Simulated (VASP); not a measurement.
# PtSe2 in VASP: single point with r2SCAN+rVV10

Aim: the single point of PtSe2 with r2SCAN+rVV10.

Everything below comes from runs of VASP 6.6.1. Logs are shortened: lines on timing, memory, paths and dates and some standing lists are left out, and cuts for length are marked.

## 1. The cell of the first run

The cell holds a sheet with vacuum, 9 atoms: a = 3.709 Å, b = 3.709 Å, c = 49.240 Å, α = 90.00°, β = 90.00°, γ = 120.00°.

## 2. Single point, r2SCAN+rVV10

The input, POSCAR:

```
PtSe2
1.0
    3.7090997528      0.0000000000      0.0000000000
   -1.8545498764      3.2121746111      0.0000000000
    0.0000000000      0.0000000000     49.2400000000
Se Pt
6 3
Direct
    0.6666666667      0.3333333333      0.1759233586
    0.3333333333      0.6666666667      0.2291775716
    0.6666666667      0.3333333333      0.2853396042
    0.3333333333      0.6666666667      0.3385434178
    0.6666666667      0.3333333333      0.3947054503
    0.3333333333      0.6666666667      0.4479596633
    0.0000000000      0.0000000000      0.2027534717
    0.0000000000      0.0000000000      0.3119415110
    0.0000000000      0.0000000000      0.4211295503
```

The input, INCAR.step1:

```
ALGO = Normal
DIPOL = 0.5 0.5 0.312
EDIFF = 1E-4
ENCUT = 520
GGA = PE
IDIPOL = 3
ISMEAR = 0
LASPH = T
LCHARG = F
LDIPOL = T
LREAL = F
LWAVE = T
NBANDS = 43
NELM = 100
PREC = Accurate
SIGMA = 0.02
```

The input, INCAR.step2:

```
ALGO = Normal
BPARAM = 11.95
CPARAM = 0.0093
DIPOL = 0.5 0.5 0.312
EDIFF = 1E-6
ENCUT = 520
IDIPOL = 3
ISIF = 2
ISMEAR = 0
ISTART = 1
IVDW_NL = 2
LASPH = T
LCHARG = F
LDIPOL = T
LMIXTAU = T
LREAL = F
LUSE_VDW = T
LWAVE = F
METAGGA = R2SCAN
NBANDS = 43
NELM = 100
PREC = Accurate
SIGMA = 0.02
```

The input, KPOINTS:

```
k-points
0
Gamma
  12 12 1
```

Potentials or basis: VASP PAW PBE potentials, release 64 (Se, Pt).

On the command line:

```console
> cat potpaw_PBE.64/Se/POTCAR potpaw_PBE.64/Pt/POTCAR > POTCAR
> cp INCAR.step1 INCAR
> mpirun -np 1 vasp_std > vasp.out
> cp INCAR.step2 INCAR
> mpirun -np 1 vasp_std > vasp.out
```

OUTCAR:

```text
BPARAM = 11.95
   EDIFF = 1E-6
   ENCUT = 520
   ISIF = 2
   ISMEAR = 0
   ISTART = 1
   IVDW_NL = 2
   LASPH = T
   LREAL = F
   METAGGA = R2SCAN
   NELM = 100
   PREC = Accurate

 ion  position               nearest neighbor table
   1  0.667  0.333  0.176-   7 2.52   7 2.52   7 2.52
   2  0.333  0.667  0.229-   7 2.51   7 2.51   7 2.51
   3  0.667  0.333  0.285-   8 2.51   8 2.51   8 2.51
   4  0.333  0.667  0.339-   8 2.51   8 2.51   8 2.51
   5  0.667  0.333  0.395-   9 2.51   9 2.51   9 2.51
   6  0.333  0.667  0.448-   9 2.52   9 2.52   9 2.52
   7  0.000  0.000  0.203-   2 2.51   2 2.51   2 2.51   1 2.52   1 2.52   1 2.52
   8  0.000  0.000  0.312-   4 2.51   3 2.51   4 2.51   3 2.51   4 2.51   3 2.51
   9  0.000  0.000  0.421-   5 2.51   5 2.51   5 2.51   6 2.52   6 2.52   6 2.52

  LATTYP: Found a hexagonal cell.
 ALAT       =     3.7090997528
 C/A-ratio  =    13.2754585430

  Lattice vectors:

 A1 = (   3.7090997528,   0.0000000000,   0.0000000000)
 A2 = (  -1.8545498764,   3.2121746111,   0.0000000000)
 A3 = (   0.0000000000,   0.0000000000,  49.2400000000)

Analysis of symmetry for initial positions (statically):
=====================================================================
 Subroutine PRICEL returns:
 Original cell was already a primitive cell.

 Routine SETGRP: Setting up the symmetry group for a
 hexagonal supercell.

 Subroutine GETGRP returns: Found 12 space group operations
 (whereof  6 operations were pure point group operations)
 out of a pool of 24 trial point group operations.

The static configuration has the point symmetry C_3v.
 The point group associated with its full space group is D_3d.

Analysis of symmetry for dynamics (positions and initial velocities):
=====================================================================
 Subroutine PRICEL returns:
 Original cell was already a primitive cell.

 Routine SETGRP: Setting up the symmetry group for a
 hexagonal supercell.

 Subroutine GETGRP returns: Found 12 space group operations
 (whereof  6 operations were pure point group operations)
 out of a pool of 24 trial point group operations.

The dynamic configuration has the point symmetry C_3v.
 The point group associated with its full space group is D_3d.

 Subroutine INISYM returns: Found 12 space group operations
 (whereof  6 operations are pure point group operations),
 and found     1 'primitive' translations

----------------------------------------------------------------------------------------
[... 117 lines left out ...]
   EFERMI_NEDOS =   21; number of points for ismear=-14 and -15
   IALGO  =     38    algorithm
   IMIX   =      4    mixing-type and parameters
     AMIX     =   0.40;   BMIX     =  1.00
     AMIX_MAG =   1.60;   BMIX_MAG =  1.00
  volume/ion in A,a.u.               =      65.18       439.89
  Fermi-wavevector in a.u.,A,eV,Ry     =   0.790304  1.493458  8.497935  0.624581
  Thomas-Fermi vector in A             =   1.895619
   LORBIT       =      0    0 simple, 1 ext, 2 COOP (PROOUT), +10 PAW based schemes
   METAGGA = R2SCAN    functional components
   LHFCALC =     F    Hartree Fock is set to
   AEXX    =    0.0000 exact exchange contribution
   IVDW_NL    =     2    kernel type
   BPARAM     =11.9500
   IVDW    =     0    specifies the selected vdW correction
   LEPSILON=     F    determine dielectric tensor
   LRPA    =     F    only Hartree local field effects (RPA)
 non-spin polarized calculation
 Gauss-broadening in eV      SIGMA  =   0.02
  energy-cutoff  :      520.00
  volume of cell :      586.66
 maximum number of plane-waves:     15866
 NGX is ok and might be reduce to    28
   NGX = 13   NGY = 13   NGZ =183

 dipolmoment           0.000000      0.000000      0.000015 electrons x Angstroem

 number of electron      65.9999999 magnetization

 dipolmoment           0.000000      0.000000     -0.000001 electrons x Angstroem

 Free energy of the ion-electron system (eV)
  ---------------------------------------------------
  ext. energy  EPLUGINS =         0.00000000
  ---------------------------------------------------
  free energy    TOTEN  =      -242.75907589 eV

  energy without entropy =     -242.75907589  energy(sigma->0) =     -242.75907589

 E-fermi :  -1.6066     XC(G=0):  -3.7820

 val. band max:       -1.7069291967   @ k =   0.0833   0.0000   0.0000
 cond. band min:      -1.2771716104   @ k =   0.2500   0.0000   0.0000
 fundamental gap:      0.4297575863
 Fermi energy:        -1.6065966638

 k-point     1 :       0.0000    0.0000    0.0000
  band No.  band energies     occupation
      1     -17.3927      2.00000
      2     -17.2146      2.00000
      3     -17.0815      2.00000
      4     -15.5849      2.00000
      5     -15.2772      2.00000
      6     -15.0515      2.00000
[... 863 lines left out ...]
     42       4.7594      0.00000
     43       6.0549      0.00000

------------------------ aborting loop because EDIFF is reached ----------------------------------------

 vacuum level on the upper side and lower side of the slab       (xc-potential included)         0.040         0.040

  FORCE on cell =-STRESS in cart. coord.  units (eV):
  Direction    XX          YY          ZZ          XY          YZ          ZX
  --------------------------------------------------------------------------------------
  -------------------------------------------------------------------------------------
  Total        0.5832720      0.5832720      0.3718776      0.0000000      0.0000000      0.0000000
  in kB        1.5929274      1.5929274      1.0156053      0.0000000      0.0000000      0.0000000
  external PRESSURE =       1.4004867 kB  Pullay stress =       0.0000000 kB

 VOLUME and BASIS-vectors are now :
 -----------------------------------------------------------------------------
  energy-cutoff  :      520.00
  volume of cell :      586.66
      direct lattice vectors                 reciprocal lattice vectors
     3.709099753  0.000000000  0.000000000     0.269607200  0.155657790  0.000000000
    -1.854549876  3.212174611  0.000000000     0.000000000  0.311315579  0.000000000
     0.000000000  0.000000000 49.240000000     0.000000000  0.000000000  0.020308692

 POSITION                                       TOTAL-FORCE (eV/Angst)
 -----------------------------------------------------------------------------------
      1.85455      1.07072      8.66247         0.000000     -0.000000     -0.043877
     -0.00000      2.14145     11.28470        -0.000000     -0.000000      0.038050
      1.85455      1.07072     14.05012         0.000000     -0.000000     -0.038918
     -0.00000      2.14145     16.66988        -0.000000      0.000000      0.038918
      1.85455      1.07072     19.43530         0.000000     -0.000000     -0.038050
     -0.00000      2.14145     22.05753        -0.000000     -0.000000      0.043877
      0.00000      0.00000      9.98358        -0.000000      0.000000     -0.004014
      0.00000      0.00000     15.36000         0.000000     -0.000000      0.000000
      0.00000      0.00000     20.73642        -0.000000     -0.000000      0.004014
 -----------------------------------------------------------------------------------
    total drift:                               -0.000005      0.000003     -0.000031

  FREE ENERGIE OF THE ION-ELECTRON SYSTEM (eV)
  ---------------------------------------------------
  free  energy   TOTEN  =      -242.7590758898 eV

  energy  without entropy=     -242.7590758898  energy(sigma->0) =     -242.75907589

 vacuum level on the upper side and lower side of the slab         3.512         3.513
```

OUTCAR.step1:

```text
EDIFF = 1E-4
   ENCUT = 520
   GGA = PE
   ISMEAR = 0
   LASPH = T
   LREAL = F
   NELM = 100
[... 1123 lines left out ...]
      0.00000      0.00000     15.36000        -0.000000     -0.000000      0.000000
      0.00000      0.00000     20.73642         0.000000      0.000000      0.040140
 -----------------------------------------------------------------------------------
    total drift:                               -0.000000      0.000000      0.000065

  FREE ENERGIE OF THE ION-ELECTRON SYSTEM (eV)
  ---------------------------------------------------
  free  energy   TOTEN  =       -42.7765473205 eV

  energy  without entropy=      -42.7765473205  energy(sigma->0) =      -42.77654732

 vacuum level on the upper side and lower side of the slab         3.471         3.471
```

It took 41 min on 1 thread of Intel Xeon Platinum 8559C (Emerald Rapids), shared host; peak memory 1.9 GiB.

What came out:

```
Free energy            : -242.7591 eV
Largest force          : 0.044 eV/Å
Band gap on the k mesh : 0.43 eV (least direct gap 0.95 eV)
```

Forces on the atoms (eV/Å):
```
Se   0.000  0.000 -0.044
Se   0.000  0.000  0.038
Se   0.000  0.000 -0.039
Se   0.000  0.000  0.039
Se   0.000  0.000 -0.038
Se   0.000  0.000  0.044
Pt   0.000  0.000 -0.004
Pt   0.000  0.000  0.000
Pt   0.000  0.000  0.004
```

Caveat: the PAW data sets were made with another functional, which shifts forces and pressure a little; spin-orbit coupling is left out, which moves the levels of the heavy elements.
